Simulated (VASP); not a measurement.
# MgO (Periclase) (Fm-3m) in VASP: a series of runs

MgO (Periclase) is run at these levels: PBEsol; tasks: single point.

All numbers are computed with VASP 6.6.1; they aren't measurements. Logs are shortened: lines on timing, memory, paths and dates and some standing lists are left out, and cuts for length are marked.

**Measured values to compare with.**

From “Electronic structure of alkaline earth and post-transition metal oxides”, 2009, arxiv:0908.1581, for a bulk crystal of MgO: band gap 7.83 eV.

The runs below are set against these values where they give the same quantity.

### 1 The cell of the first run

The structure is cubic, space group Fm-3m (No. 225). The conventional cell has a = 4.217 Å, b = 4.217 Å, c = 4.217 Å, α = 90.00°, β = 90.00°, γ = 90.00°. Mg (site symmetry m-3m) has 6 O at 2.11 Å within 2.8 Å. Within 2.8 Å of O (site symmetry m-3m) lie 6 Mg at 2.11 Å.

### 2 Single point, PBEsol

Contents of INCAR:

```
ALGO = Normal ; EDIFF = 1E-6
ENCUT = 600 ; GGA = PS
GGA_COMPAT = F ; ISIF = 2
ISMEAR = -1 ; LASPH = T
LCHARG = F ; LREAL = F
LWAVE = F ; NBANDS = 11
NELM = 120 ; PREC = Accurate
SIGMA = 0.2
```

Contents of KPOINTS:

```
k-points
0
Gamma
  7 7 7
```

Contents of POSCAR:

```
MgO
1.0
    0.0000000000      2.1085000000      2.1085000000
    2.1085000000      0.0000000000      2.1085000000
    2.1085000000      2.1085000000      0.0000000000
Mg O
1 1
Direct
    0.0000000000      0.0000000000      0.0000000000
    0.5000000000      0.5000000000      0.5000000000
```

Potentials or basis: VASP PAW PBE potentials, release 64 (Mg, O).

Command:

```
$ cat potpaw_PBE.64/Mg/POTCAR potpaw_PBE.64/O/POTCAR > POTCAR
$ mpirun -np 1 vasp_std > vasp.out
```

OUTCAR:

```text
EDIFF = 1E-6
   ENCUT = 600
   GGA = PS
   ISIF = 2
   ISMEAR = -1
   LASPH = T
   LREAL = F
   NELM = 120
   PREC = Accurate

 ion  position               nearest neighbor table
   1  0.000  0.000  0.000-   2 2.11   2 2.11   2 2.11   2 2.11   2 2.11   2 2.11
   2  0.500  0.500  0.500-   1 2.11   1 2.11   1 2.11   1 2.11   1 2.11   1 2.11

  LATTYP: Found a face centered cubic cell.
 ALAT       =     4.2170000000

  Lattice vectors:

 A1 = (   0.0000000000,   2.1085000000,   2.1085000000)
 A2 = (   2.1085000000,   0.0000000000,   2.1085000000)
 A3 = (   2.1085000000,   2.1085000000,   0.0000000000)

Analysis of symmetry for initial positions (statically):
=====================================================================
 Subroutine PRICEL returns:
 Original cell was already a primitive cell.

 Routine SETGRP: Setting up the symmetry group for a
 face centered cubic supercell.

 Subroutine GETGRP returns: Found 48 space group operations
 (whereof 48 operations were pure point group operations)
 out of a pool of 48 trial point group operations.

The static configuration has the point symmetry O_h .

Analysis of symmetry for dynamics (positions and initial velocities):
=====================================================================
 Subroutine PRICEL returns:
 Original cell was already a primitive cell.

 Routine SETGRP: Setting up the symmetry group for a
 face centered cubic supercell.

 Subroutine GETGRP returns: Found 48 space group operations
 (whereof 48 operations were pure point group operations)
 out of a pool of 48 trial point group operations.

The dynamic configuration has the point symmetry O_h .

 Subroutine INISYM returns: Found 48 space group operations
 (whereof 48 operations are pure point group operations),
 and found     1 'primitive' translations

----------------------------------------------------------------------------------------

                                     Primitive cell

  volume of cell :      18.7478

  direct lattice vectors                    reciprocal lattice vectors
     0.000000000  2.108500000  2.108500000    -0.237135404  0.237135404  0.237135404
     2.108500000  0.000000000  2.108500000     0.237135404 -0.237135404  0.237135404
     2.108500000  2.108500000  0.000000000     0.237135404  0.237135404 -0.237135404

  length of vectors
     2.981869296  2.981869296  2.981869296     0.410730569  0.410730569  0.410730569

  position of ions in fractional coordinates (direct lattice)
     0.000000000  0.000000000  0.000000000
     0.500000000  0.500000000  0.500000000

  ion indices of the primitive-cell ions
   primitive index   ion index
                 1           1
                 2           2

----------------------------------------------------------------------------------------

 KPOINTS: k-points

Automatic generation of k-mesh.
 Grid dimensions read from file:
 generate k-points for:    7    7    7

 Generating k-lattice:

  Cartesian coordinates                     Fractional coordinates (reciprocal lattice)
    -0.033876486  0.033876486  0.033876486     0.142857143  0.000000000  0.000000000
     0.033876486 -0.033876486  0.033876486     0.000000000  0.142857143  0.000000000
     0.033876486  0.033876486 -0.033876486     0.000000000  0.000000000  0.142857143

  Length of vectors
     0.058675796  0.058675796  0.058675796

  Shift w.r.t. Gamma in fractional coordinates (k-lattice)
     0.000000000  0.000000000  0.000000000

 Subroutine IBZKPT returns following result:
 ===========================================

 Found     20 irreducible k-points:

 Following reciprocal coordinates:
            Coordinates               Weight
  0.000000  0.000000  0.000000      1.000000
  0.142857  0.000000  0.000000      8.000000
  0.285714  0.000000  0.000000      8.000000
  0.428571  0.000000  0.000000      8.000000
  0.142857  0.142857  0.000000      6.000000
  0.285714  0.142857  0.000000     24.000000
[... 12 lines left out ...]
 -0.428571  0.428571  0.142857     24.000000
 -0.285714  0.428571  0.142857     24.000000
   k-points           NKPTS =     20   k-points in BZ     NKDIM =     20   number of bands    NBANDS=     11
   number of dos      NEDOS =    301   number of ions     NIONS =      2
   total plane-waves  NPLWV =  13824
   dimension x,y,z NGX =    24 NGY =   24 NGZ =   24
   dimension x,y,z NGXF=    48 NGYF=   48 NGZF=   48
   ions per type =               1   1
   NGX,Y,Z   is equivalent  to a cutoff of  13.38, 13.38, 13.38 a.u.
   NGXF,Y,Z  is equivalent  to a cutoff of  26.76, 26.76, 26.76 a.u.
 SYSTEM =  unknown system
   PREC   = accura    normal or accurate (medium, high low for compatibility)
   ISTART =      0    job   : 0-new  1-cont  2-samecut
   ICHARG =      2    charge: 1-file 2-atom 10-const
   ISPIN  =      1    spin polarized calculation?
   LNONCOLLINEAR =      F non collinear calculations
   LSORBIT =      F    spin-orbit coupling
   LASPH  =      T    aspherical Exc in radial PAW
   ENCUT  =  600.0 eV  44.10 Ry    6.64 a.u.   5.96  5.96  5.96*2*pi/ulx,y,z
   NELM   =    120;   NELMIN=  2; NELMDL= -5     # of ELM steps
   EDIFF  = 0.1E-05   stopping-criterion for ELM
   LREAL  =      F    real-space projection
   EDIFFG = 0.1E-04   stopping-criterion for IOM
   NSW    =      0    number of steps for IOM
   IBRION =     -1    ionic relax: 0-MD 1-quasi-New 2-CG
   NFREE  =      0    steps in history (QN), initial steepest desc. (CG)
   ISIF   =      2    stress and relaxation
   ISYM   =      2    0-nonsym 1-usesym 2-fastsym
   POTIM  = 0.5000    time-step for ionic-motion
   TEBEG  =    0.0;   TEEND  =   0.0 temperature during run
   PSTRESS=    0.0 pullay stress
   NELECT =       8.0000    total number of electrons
   NUPDOWN=      -1.0000    fix difference up-down
   EMIN   =  10.00;   EMAX   =-10.00  energy-range for DOS
   EFERMI =   0.00;   METHOD = LEGACY
   ISMEAR =    -1;   SIGMA  =   0.20  broadening in eV -4-tet -1-fermi 0-gaus
   EFERMI_NEDOS =   21; number of points for ismear=-14 and -15
   IALGO  =     38    algorithm
   IMIX   =      4    mixing-type and parameters
     AMIX     =   0.40;   BMIX     =  1.00
     AMIX_MAG =   1.60;   BMIX_MAG =  1.00
  volume/ion in A,a.u.               =       9.37        63.26
  Fermi-wavevector in a.u.,A,eV,Ry     =   1.232503  2.329092 20.668107  1.519063
  Thomas-Fermi vector in A             =   2.367270
   LORBIT       =      0    0 simple, 1 ext, 2 COOP (PROOUT), +10 PAW based schemes
   GGA     = PS    functional components
   LHFCALC =     F    Hartree Fock is set to
   AEXX    =    0.0000 exact exchange contribution
   IVDW    =     0    specifies the selected vdW correction
   LEPSILON=     F    determine dielectric tensor
   LRPA    =     F    only Hartree local field effects (RPA)
 non-spin polarized calculation
  energy-cutoff  :      600.00
  volume of cell :       18.75
 maximum number of plane-waves:       637
   NGX = 11   NGY = 11   NGZ = 11

 number of electron       8.0000005 magnetization

 Free energy of the ion-electron system (eV)
  ---------------------------------------------------
  ext. energy  EPLUGINS =         0.00000000
  ---------------------------------------------------
  free energy    TOTEN  =       -12.51519850 eV

  energy without entropy =      -12.51519683  energy(sigma->0) =      -12.51519766

 E-fermi :   5.6673     XC(G=0): -11.2929

 val. band max:        3.0393816996   @ k =   0.0000   0.0000   0.0000
 cond. band min:       7.6409732029   @ k =   0.0000   0.0000   0.0000
 fundamental gap:      4.6015915034
 Fermi energy:         5.6672885818

 k-point     1 :       0.0000    0.0000    0.0000
  band No.  band energies     occupation
      1     -14.1475      2.00000
      2       3.0394      2.00000
      3       3.0394      2.00000
      4       3.0394      2.00000
      5       7.6410      0.00010
      6      18.6539      0.00000
      7      18.6539      0.00000
      8      18.6539      0.00000
      9      22.4867      0.00000
     10      24.3666      0.00000
     11      24.3666      0.00000

 k-point     2 :       0.1429    0.0000    0.0000
  band No.  band energies     occupation
      1     -13.9338      2.00000
      2       1.8355      2.00000
      3       2.9059      2.00000
      4       2.9059      2.00000
      5       8.7778      0.00000
      6      16.6716      0.00000
      7      19.1046      0.00000
      8      19.1046      0.00000
      9      23.2444      0.00000
     10      23.2444      0.00000
     11      24.9368      0.00000

 k-point     3 :       0.2857    0.0000    0.0000
  band No.  band energies     occupation
      1     -13.4060      2.00000
      2      -0.1148      2.00000
      3       2.6231      2.00000
      4       2.6231      2.00000
      5      10.2909      0.00000
      6      15.2551      0.00000
      7      19.5192      0.00000
      8      19.5192      0.00000
      9      23.2373      0.00000
     10      23.2373      0.00000
     11      24.6048      0.00000

 k-point     4 :       0.4286    0.0000    0.0000
  band No.  band energies     occupation
      1     -12.9200      2.00000
      2      -1.4386      2.00000
      3       2.4104      2.00000
      4       2.4104      2.00000
      5      10.7465      0.00000
      6      15.4043      0.00000
      7      19.2414      0.00000
      8      19.2414      0.00000
      9      23.8562      0.00000
     10      24.9349      0.00000
     11      24.9349      0.00000
[... 183 lines left out ...]
 k-point    18 :      -0.4286    0.2857    0.1429
  band No.  band energies     occupation
      1     -12.7073      2.00000
      2      -0.7675      2.00000
      3       0.9232      2.00000
      4       1.9766      2.00000
      5      12.8925      0.00000
      6      14.7127      0.00000
      7      16.1765      0.00000
      8      19.7844      0.00000
      9      23.1160      0.00000
     10      25.0425      0.00000
     11      29.8729      0.00000

 k-point    19 :      -0.4286    0.4286    0.1429
  band No.  band energies     occupation
      1     -12.6103      2.00000
      2      -0.6888      2.00000
      3       1.0445      2.00000
      4       1.5439      2.00000
      5      13.2011      0.00000
      6      13.8129      0.00000
      7      15.6137      0.00000
      8      19.9706      0.00000
      9      22.5507      0.00000
     10      27.5770      0.00000
     11      29.8392      0.00000

 k-point    20 :      -0.2857    0.4286    0.1429
  band No.  band energies     occupation
      1     -12.5520      2.00000
      2      -0.1455      2.00000
      3       0.0647      2.00000
      4       1.5667      2.00000
      5      13.8006      0.00000
      6      14.9135      0.00000
      7      15.1182      0.00000
      8      19.0442      0.00000
      9      23.4497      0.00000
     10      25.6990      0.00000
     11      29.8013      0.00000

------------------------ aborting loop because EDIFF is reached ----------------------------------------

  FORCE on cell =-STRESS in cart. coord.  units (eV):
  Direction    XX          YY          ZZ          XY          YZ          ZX
  --------------------------------------------------------------------------------------
  -------------------------------------------------------------------------------------
  Total       -0.1225774     -0.1225774     -0.1225774      0.0000000     -0.0000000     -0.0000000
  in kB      -10.4753925    -10.4753925    -10.4753925      0.0000000     -0.0000000     -0.0000000
  external PRESSURE =     -10.4753925 kB  Pullay stress =       0.0000000 kB

 VOLUME and BASIS-vectors are now :
 -----------------------------------------------------------------------------
  energy-cutoff  :      600.00
  volume of cell :       18.75
      direct lattice vectors                 reciprocal lattice vectors
     0.000000000  2.108500000  2.108500000    -0.237135404  0.237135404  0.237135404
     2.108500000  0.000000000  2.108500000     0.237135404 -0.237135404  0.237135404
     2.108500000  2.108500000  0.000000000     0.237135404  0.237135404 -0.237135404

 POSITION                                       TOTAL-FORCE (eV/Angst)
 -----------------------------------------------------------------------------------
      0.00000      0.00000      0.00000         0.000000      0.000000      0.000000
      2.10850      2.10850      2.10850        -0.000000     -0.000000     -0.000000
 -----------------------------------------------------------------------------------
    total drift:                               -0.000000     -0.000000      0.000000

  FREE ENERGIE OF THE ION-ELECTRON SYSTEM (eV)
  ---------------------------------------------------
  free  energy   TOTEN  =       -12.5151984993 eV

  energy  without entropy=      -12.5151968304  energy(sigma->0) =      -12.51519766
```

Wall time 2.5 s (1 thread of Intel Xeon 6975P-C (Granite Rapids), shared host); peak memory 0.13 GiB.

What came out:

| Property | Result |
| --- | --- |
| Free energy | -12.5152 eV |
| Pressure | -1.0 GPa |
| Band gap on the k mesh | 4.60 eV, direct |

Caveat: the PAW data sets were made with another functional, which shifts forces and pressure a little.

### 3 Single point, PBEsol

Contents of INCAR:

```
SYSTEM = MgO
PREC     = Accurate       ! precision mode
ENCUT    = 600            ! plane-wave cutoff, eV
EDIFF    = 1E-6           ! SCF threshold, eV
ISMEAR   = -1             ! smearing method
SIGMA    = 0.2            ! smearing width, eV
LREAL    = .FALSE.        ! projectors in reciprocal space
LASPH    = .TRUE.         ! aspherical terms in the spheres
NELM     = 120            ! most SCF steps
ALGO     = Normal         ! electronic algorithm
ISIF     = 2              ! what is computed and relaxed
LWAVE    = .FALSE.        ! write WAVECAR
LCHARG   = .FALSE.        ! write CHGCAR
GGA      = PS             ! functional
NBANDS   = 11             ! bands
GGA_COMPAT= .FALSE.
```

Contents of KPOINTS:

```
regular mesh
0
G
  7 7 7
  0 0 0
```

POSCAR is that of step 2.

Potentials or basis: VASP PAW PBE potentials, release 64 (Mg, O).

Command:

```
$ cat potpaw_PBE.64/Mg/POTCAR potpaw_PBE.64/O/POTCAR > POTCAR
$ mpirun -np 1 vasp_std > vasp.out
```

Run time: 2.6 s. Hardware: 1 thread of Intel Xeon 6975P-C (Granite Rapids), shared host; peak memory 0.13 GiB.

Results (log left out):

```yaml
Free_energy: -12.5152 eV
Pressure: -1.0 GPa
Band_gap_on_the_k_mesh: 4.60 eV, direct
```

Levels at points of the mesh, in eV from the valence-band top:
```
           k point  band 2  band 3  band 4  band 5  band 6  band 7
(0.00, 0.00, 0.00)    0.00    0.00    0.00    4.60   15.61   15.61
```

Caveat: the PAW data sets were made with another functional, which shifts forces and pressure a little.

### 4 Against experiment

Step 2. Measured gap of MgO: 7.83 eV (quoted in “Electronic structure of alkaline earth and post-transition metal oxides”, 2009, arxiv:0908.1581). This calculation gives 4.60 eV (-3.23 eV). The value is that of PBEsol, without temperature or zero-point motion. Semilocal functionals fall short of measured gaps as a rule.

Step 3. Measured gap of MgO: 7.83 eV (quoted in “Electronic structure of alkaline earth and post-transition metal oxides”, 2009, arxiv:0908.1581). This calculation gives 4.60 eV (-3.23 eV). The value is that of PBEsol, without temperature or zero-point motion. Semilocal functionals fall short of measured gaps as a rule.
